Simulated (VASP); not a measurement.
# BaS in VASP: settings compared, part 2 of 2

VASP 6.6.1.

## Step 5: Single point, PBE (epitaxial 111 strain -2.0%)

INCAR reads:

```
ALGO = Normal
EDIFF = 1E-7
ENCUT = 520
GGA = PE
ISIF = 2
ISMEAR = -1
LASPH = True
LCHARG = False
LREAL = False
LWAVE = False
NBANDS = 15
NELM = 60
PREC = Accurate
SIGMA = 0.02
```

KPOINTS reads:

```
k-points
0
Gamma
  8 8 8
```

POSCAR reads:

```
BaS
1.0
    0.0820874479      3.2296474043      3.2296474043
    3.2296474043      0.0820874479      3.2296474043
    3.2296474043      3.2296474043      0.0820874479
Ba S
1 1
Direct
    0.0000000000      0.0000000000      0.0000000000
    0.5000000000      0.5000000000      0.5000000000
```

Potentials or basis: VASP PAW PBE potentials, release 64 (Ba_sv, S).

Command:

```sh
$ cat potpaw_PBE.64/Ba_sv/POTCAR potpaw_PBE.64/S/POTCAR > POTCAR
$ mpirun -np 1 vasp_std > vasp.out
```

OUTCAR:

```text
EDIFF = 1E-7
   ENCUT = 520
   GGA = PE
   ISIF = 2
   ISMEAR = -1
   LASPH = True
   LREAL = False
   NELM = 60
   PREC = Accurate

 ion  position               nearest neighbor table
   1  0.000  0.000  0.000-   2 3.19   2 3.19   2 3.19   2 3.19   2 3.19   2 3.19
   2  0.500  0.500  0.500-   1 3.19   1 3.19   1 3.19   1 3.19   1 3.19   1 3.19

  LATTYP: Found a trigonal (rhomboedric) cell.
 ALAT       =     4.5681487565
 COS(alpha) =     0.5252471861

  Lattice vectors:

 A1 = (   0.0820874479,   3.2296474043,   3.2296474043)
 A2 = (   3.2296474043,   0.0820874479,   3.2296474043)
 A3 = (   3.2296474043,   3.2296474043,   0.0820874479)

Analysis of symmetry for initial positions (statically):
=====================================================================
 Subroutine PRICEL returns:
 Original cell was already a primitive cell.

 Routine SETGRP: Setting up the symmetry group for a
 trigonal (rhombohedral) supercell.

 Subroutine GETGRP returns: Found 12 space group operations
 (whereof 12 operations were pure point group operations)
 out of a pool of 12 trial point group operations.

The static configuration has the point symmetry D_3d.

Analysis of symmetry for dynamics (positions and initial velocities):
=====================================================================
 Subroutine PRICEL returns:
 Original cell was already a primitive cell.

 Routine SETGRP: Setting up the symmetry group for a
 trigonal (rhombohedral) supercell.

 Subroutine GETGRP returns: Found 12 space group operations
 (whereof 12 operations were pure point group operations)
 out of a pool of 12 trial point group operations.

The dynamic configuration has the point symmetry D_3d.

 Subroutine INISYM returns: Found 12 space group operations
 (whereof 12 operations are pure point group operations),
 and found     1 'primitive' translations

----------------------------------------------------------------------------------------

                                     Primitive cell

  volume of cell :      64.8063

  direct lattice vectors                    reciprocal lattice vectors
[... 118 lines left out ...]
 non-spin polarized calculation
  energy-cutoff  :      520.00
  volume of cell :       64.81
 maximum number of plane-waves:      1762
 NGX is ok and might be reduce to    36
   NGX = 17   NGY = 17   NGZ = 17

 number of electron      15.9999999 magnetization

 Free energy of the ion-electron system (eV)
  ---------------------------------------------------
  ext. energy  EPLUGINS =         0.00000000
  ---------------------------------------------------
  free energy    TOTEN  =       -10.17371479 eV

  energy without entropy =      -10.17371479  energy(sigma->0) =      -10.17371479

 E-fermi :   1.8962     XC(G=0):  -8.6490

 val. band max:        1.5192291916   @ k =   0.0000   0.0000   0.0000
 cond. band min:       3.5783490087   @ k =   0.5000   0.5000  -0.0000
 fundamental gap:      2.0591198171
 Fermi energy:         1.8961834376

 k-point     1 :       0.0000    0.0000    0.0000
  band No.  band energies     occupation
      1     -24.5826      2.00000
      2      -9.6434      2.00000
      3      -9.6325      2.00000
      4      -9.6325      2.00000
      5      -8.8838      2.00000
      6       1.4264      2.00000
      7       1.5192      2.00000
      8       1.5192      2.00000
      9       4.9790      0.00000
     10       5.2804      0.00000
     11       5.4470      0.00000
     12       5.4470      0.00000
     13       6.2968      0.00000
     14       6.2968      0.00000
[... 401 lines left out ...]
      2     -10.4839      2.00000
      3      -9.7471      2.00000
      4      -9.6538      2.00000
      5      -7.9519      2.00000
      6       0.0336      2.00000
      7       0.6352      2.00000
      8       0.9489      2.00000
      9       5.6327      0.00000
     10       6.4364      0.00000
     11       6.8746      0.00000
     12       7.1511      0.00000
     13       8.2739      0.00000
     14       9.1544      0.00000
     15      11.5025      0.00000

 [... further k-points ...]

------------------------ aborting loop because EDIFF is reached ----------------------------------------

  FORCE on cell =-STRESS in cart. coord.  units (eV):
  Direction    XX          YY          ZZ          XY          YZ          ZX
  --------------------------------------------------------------------------------------
  -------------------------------------------------------------------------------------
  Total        0.6659548      0.6659548      0.6659548     -0.2039130     -0.2039130     -0.2039130
  in kB       16.4640927     16.4640927     16.4640927     -5.0412471     -5.0412471     -5.0412471
  external PRESSURE =      16.4640927 kB  Pullay stress =       0.0000000 kB

 VOLUME and BASIS-vectors are now :
 -----------------------------------------------------------------------------
  energy-cutoff  :      520.00
  volume of cell :       64.81
      direct lattice vectors                 reciprocal lattice vectors
     0.082087448  3.229647404  3.229647404    -0.160846649  0.156859769  0.156859769
     3.229647404  0.082087448  3.229647404     0.156859769 -0.160846649  0.156859769
     3.229647404  3.229647404  0.082087448     0.156859769  0.156859769 -0.160846649

 POSITION                                       TOTAL-FORCE (eV/Angst)
 -----------------------------------------------------------------------------------
      0.00000      0.00000      0.00000         0.000000     -0.000000      0.000000
      3.27069      3.27069      3.27069        -0.000000      0.000000     -0.000000
 -----------------------------------------------------------------------------------
    total drift:                                0.000000      0.000000      0.000000

  FREE ENERGIE OF THE ION-ELECTRON SYSTEM (eV)
  ---------------------------------------------------
  free  energy   TOTEN  =       -10.1737147855 eV

  energy  without entropy=      -10.1737147855  energy(sigma->0) =      -10.17371479
```

stdout:

```text
POSCAR found type information on POSCAR BaS
 POSCAR found :  2 types and       2 ions
 scaLAPACK will be used
 LDA part: xc-table for (Slater+PW92), standard interpolation
 POSCAR, INCAR and KPOINTS ok, starting setup
 FFT: planning ... GRIDC
 FFT: planning ... GRID_SOFT
 FFT: planning ... GRID
 WAVECAR not read
 entering main loop
```

Wall time 21 s (1 thread of Intel Xeon 6975P-C (Granite Rapids), shared host); peak memory 0.24 GiB.

What came out:

| Property | Result |
| --- | --- |
| Free energy | -10.1737 eV |
| Pressure | 1.6 GPa |
| Band gap on the k mesh | 2.06 eV (least direct gap 2.19 eV) |

Levels at points of the mesh, in eV from the valence-band top:
| k point | band 6 | band 7 | band 8 | band 9 | band 10 | band 11 |
| --- | --- | --- | --- | --- | --- | --- |
| (0.00, 0.00, 0.00) | -0.09 | 0.00 | 0.00 | 3.46 | 3.76 | 3.93 |
| (0.50, 0.00, 0.00) | -1.98 | -1.24 | -1.08 | 5.45 | 5.67 | 6.26 |
| (0.50, 0.50, 0.00) | -0.56 | -0.20 | -0.13 | 2.06 | 5.90 | 6.00 |
| (0.50, 0.50, 0.50) | -1.99 | -1.03 | -1.03 | 5.43 | 5.68 | 6.15 |

Caveat: the cell differs from its parent crystal (epitaxial 111 strain -2.0%); spin-orbit coupling is left out, which moves the levels of the heavy elements. A k mesh can miss the band edges.

## Step 6: Overview

```tsv
level	cell	smearing	gap on the mesh (eV)	pressure (GPa)
r2SCAN	a = 4.542 Å, angles 60.0°, 2 atoms	gaussian 0.01 eV	2.49	0.6
PBE	a = 4.497, b = 4.497, c = 4.542 Å, angles 59.7, 59.7, 60.7°, 2 atoms	fermi-dirac 0.02 eV	2.04	1.6
PBE	a = 4.542, b = 4.634, c = 4.634 Å, angles 58.7, 60.7, 60.7°, 2 atoms	fermi-dirac 0.02 eV	2.15	-0.8
PBE	a = 4.568 Å, angles 58.3°, 2 atoms	fermi-dirac 0.02 eV	2.06	1.6
```

Alike in all rows: task single point; potentials or basis VASP PAW PBE potentials, release 64 (Ba_sv, S); no spin polarisation; k mesh 8 × 8 × 8; cutoff (eV) 520.

Caveats: spin-orbit coupling is left out, which moves the levels of the heavy elements; the PAW data sets were made with another functional, which shifts forces and pressure a little (at least some runs).

Absolute energies hang on the potentials; compare differences alone.
